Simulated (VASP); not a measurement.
Yb, 2 atoms in the cell. It takes space group P6_3/mmc (No. 194, hexagonal). The conventional cell has a = 2.925 Å, b = 2.925 Å, c = 4.739 Å, α = 90.00°, β = 90.00°, γ = 120.00°. Yb (site symmetry -6m2) has 12 Yb at 2.91 to 2.93 Å within 3.8 Å. This isn't the form of Yb at room conditions, which is fcc.

| Property | Result |
| --- | --- |
| Program | VASP 6.6.1 |
| Task | relaxation of cell and atoms |
| Functional | PBE |
| Potentials or basis | VASP PAW PBE potentials, release 64 (Yb) |
| Cutoff | 600 eV |
| k mesh | 15 × 15 × 8 |
| Occupations | fermi-dirac, width 0.08 eV |
| Spin | no spin polarisation |
| Target pressure | 46 GPa |
| Dipole correction | no |
| Further INCAR settings | ALGO = Normal; EDIFF = 1e-06; IBRION = 2; EDIFFG = -0.005; NSW = 60; ISIF = 3 |

Potentials or basis: VASP PAW PBE potentials, release 64 (Yb).

Run with:

```sh
$ cat potpaw_PBE.64/Yb/POTCAR > POTCAR
$ mpirun -np 1 vasp_std > vasp.out
```

Hardware: 1 thread of AMD EPYC 9R45 96-Core Processor (Zen 5), on a shared host.

**Question.** How long does it take, and how much memory?

**Answer.** Run time: 40 min on 1 thread of AMD EPYC 9R45 96-Core Processor (Zen 5), with other jobs on the host, peak memory 0.28 GiB. Counts: scf iterations 334, k points 135, ion steps 38.
